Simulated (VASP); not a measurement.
SnO: single point with PBE

Crystal: SnO.

```
CELL_PARAMETERS angstrom
3.35500 0.00000 0.00000
0.00000 5.67410 0.00000
0.00000 0.00000 4.22197
ATOMIC_POSITIONS crystal
Sn 0.00000 0.23191 0.51314
Sn 0.50000 0.76809 0.01314
O 0.00000 0.89125 0.73686
O 0.50000 0.10875 0.23686
```

```
Program                : VASP 6.6.1
Task                   : single point
Functional             : PBE
Potentials or basis    : VASP PAW PBE potentials, release 64 (Sn_d, O)
Cutoff                 : 520 eV
k mesh                 : 12 × 8 × 10
Occupations            : gaussian, width 0.05 eV
Spin                   : no spin polarisation
Dipole correction      : no
Further INCAR settings : ALGO = Normal; EDIFF = 1e-06; NBANDS = 28
```

```yaml
Pressure: 0.5 GPa
Largest_force: 0.062 eV/Å
Band_gap_on_the_k_mesh: 1.37 eV, indirect (least direct gap 2.01 eV)
```

Forces in eV/Å, atoms in the order of the input:
```
Sn   0.000 -0.038  0.000
Sn   0.000  0.038  0.000
O    0.000  0.062  0.000
O    0.000 -0.062  0.000
```

Stress tensor (GPa, compression positive):
```
0.38 0.00 0.00
0.00 0.67 0.00
0.00 0.00 0.52
```

Levels at points of the mesh, in eV from the valence-band top:
```
           k point  band 17  band 18  band 19  band 20  band 21  band 22  band 23  band 24
(0.00, 0.00, 0.00)    -3.46    -2.62    -2.03     0.00     2.68     3.18     5.91     5.91
(0.50, 0.00, 0.00)    -2.56    -2.56    -1.24    -1.24     2.60     2.60     5.53     5.53
(0.00, 0.50, 0.00)    -3.76    -2.64    -1.58    -1.36     3.36     3.91     4.86     5.07
(0.50, 0.50, 0.00)    -2.63    -2.63    -0.89    -0.89     1.89     1.89     6.27     6.27
(0.00, 0.00, 0.50)    -3.17    -3.17    -1.65    -1.65     2.69     2.69     5.23     5.23
(0.50, 0.00, 0.50)    -3.12    -3.12    -1.07    -1.07     2.10     2.10     4.63     4.63
(0.00, 0.50, 0.50)    -2.89    -2.89    -1.50    -1.50     1.93     1.93     6.01     6.01
(0.50, 0.50, 0.50)    -3.40    -3.40    -0.43    -0.43     2.43     2.43     4.17     4.17
```

Run time: 11 min on 1 thread of Intel Xeon 8259CL, on a shared host, peak memory 0.47 GiB.

Caveat: spin-orbit coupling is left out, which moves the levels of the heavy elements. A k mesh can miss the band edges.
